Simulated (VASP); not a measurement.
MgB2: single point with PBE

MgB2:

```
CELL_PARAMETERS angstrom
3.00461 0.00000 0.00000
-1.50230 2.60207 0.00000
0.00000 0.00000 3.37722
ATOMIC_POSITIONS crystal
Mg 0.00000 0.00000 0.00000
B 0.33333 0.66667 0.50000
B 0.66667 0.33333 0.50000
```

```yaml
Program: VASP 6.6.1
Task: single point
Functional: PBE
Potentials_or_basis: VASP PAW PBE potentials, release 64 (Mg, B)
Cutoff: 520 eV
k_mesh: 24 × 24 × 20
Occupations: gaussian, width 0.1 eV
Spin: no spin polarisation
Dipole_correction: no
Further_INCAR_settings: ALGO = Normal; EDIFF = 1e-06; NBANDS = 11
```

The pressure is 14.8 GPa and the band gap on the k mesh is zero (band 4 reaches 7.91 eV, above the bottom of band 5 at 3.75 eV).

Stress tensor (GPa, compression positive):
```
14.87  0.00  0.00
 0.00 14.87  0.00
 0.00  0.00 14.65
```

Levels at points of the mesh, in eV from the Fermi level:
```
           k point  band 1  band 2  band 3  band 4  band 5  band 6  band 7  band 8
(0.00, 0.00, 0.00)  -12.95   -2.92    0.37    0.37    2.20    6.59    6.59    8.89
(0.50, 0.00, 0.00)   -8.83   -8.22   -2.32    0.32    3.44    4.02    6.06    8.21
(0.00, 0.00, 0.50)  -11.49   -7.80    0.83    0.83    6.89    6.89    8.37   11.13
(0.50, 0.00, 0.50)   -7.71   -7.19   -3.79   -2.00   -1.33    6.26    9.48    9.61
```

It took 50 s on 1 thread of Intel(R) Xeon(R) 6975P-C (Granite Rapids), with other jobs on the host, peak memory 0.32 GiB.
